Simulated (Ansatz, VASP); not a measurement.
# CuSn3O8 in VASP and in Ansatz

```
Cu Sn O
1.0
     4.73735    0.00000    0.00000
     0.00000    4.73735    0.00000
     0.00000    0.00000    6.37280
Cu Sn O
1 3 8
Direct
  0.00173 0.00172 0.00070
  0.00177 0.00170 0.50070
  0.50177 0.50170 0.24688
  0.50171 0.50176 0.75452
  0.30078 0.30084 0.00071
  0.30910 0.30920 0.50070
  0.19331 0.81028 0.24472
  0.19326 0.81031 0.75666
  0.70270 0.70259 0.00071
  0.69434 0.69429 0.50070
  0.81024 0.19314 0.24475
  0.81020 0.19318 0.75666
```

Alike in both runs: task single point; functional PBEsol; k mesh 4 × 4 × 3; occupations gaussian, width 0.05 eV; collinear spin.

|  | VASP | Ansatz |
| --- | --- | --- |
| version | VASP 6.6.1 | Ansatz 0.2.0 |
| potentials or method | VASP PAW PBE potentials, release 64 (Cu, Sn_d, O), cutoff 520 eV | scalar-relativistic, plane waves, PAW |
| valence electrons in the cell | 101 | 109 |

```csv
,VASP,Ansatz,Ansatz less VASP
gap on the k mesh at the Fermi level (eV),none,none,-
pressure (GPa),-3.9,-4.6,-0.76
"traceless stress, the component that is largest in VASP (GPa)",-1.13,-1.31,-0.186
rms of the force components (eV/Å),0.193,0.202,+0.0096
net moment per atom (μB),0.05,0.05,-0.002
size of the moment on the site where the two differ most (μB),0.27,0.28,+0.006
```

VASP's potentials were made for PBE, not for PBEsol. Site moments also hang on the region over which each program counts them. Atom by atom the forces differ by 0.012 eV/Å (rms over components). A gap of «none» marks a metal or a gap that the smearing closes. The functional is the same, so the differences come from potentials, cutoffs and numerics. VASP's potentials hold 101 valence electrons a cell and Ansatz's 109, so a difference there can come from the potentials and not from the codes. Ansatz's warnings: specified occupation not kept.
